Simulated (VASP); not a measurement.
**Si2B: single point with PBE+D3(BJ)**

Si2B, a sheet with vacuum:

```
Si B
1.0
     3.13674    0.00000    0.00000
    -1.56837    2.71650    0.00000
     0.00000    0.00000   37.88169
Si B
4 2
Direct
  0.33333 0.66667 0.20717
  0.66667 0.33333 0.26295
  0.66667 0.33333 0.37359
  0.33333 0.66667 0.31780
  0.00000 0.00000 0.23709
  0.00000 0.00000 0.34367
```

| Quantity | Value |
| --- | --- |
| Program | VASP 6.6.1 |
| Task | single point |
| Functional | PBE |
| Dispersion | D3(BJ) |
| Potentials or basis | VASP PAW PBE potentials, release 64 (Si, B) |
| Cutoff | 520 eV |
| k mesh | 15 × 15 × 1 |
| Occupations | gaussian, width 0.1 eV |
| Spin | no spin polarisation |

```
Largest force              : 0.018 eV/Å
Band gap on the k mesh     : zero (bands 11 and 12 overlap by 2.24 eV)
Dispersion energy per atom : -0.273 eV
```

Forces in eV/Å, atoms in the order of the input:
```
Si   0.000  0.000  0.018
Si   0.000  0.000 -0.016
Si   0.000  0.000 -0.018
Si   0.000  0.000  0.016
B    0.000  0.000  0.000
B    0.000  0.000  0.000
```

Levels at points of the mesh, in eV from the Fermi level:
```csv
k point,band 8,band 9,band 10,band 11,band 12,band 13,band 14,band 15
"(0.00, 0.00, 0.00)",0.08,0.24,0.24,0.97,3.39,3.39,4.09,4.09
```

Run time: 3.3 min on 1 thread of Intel(R) Xeon(R) Platinum 8488C (Sapphire Rapids), on a shared host, peak memory 0.48 GiB.
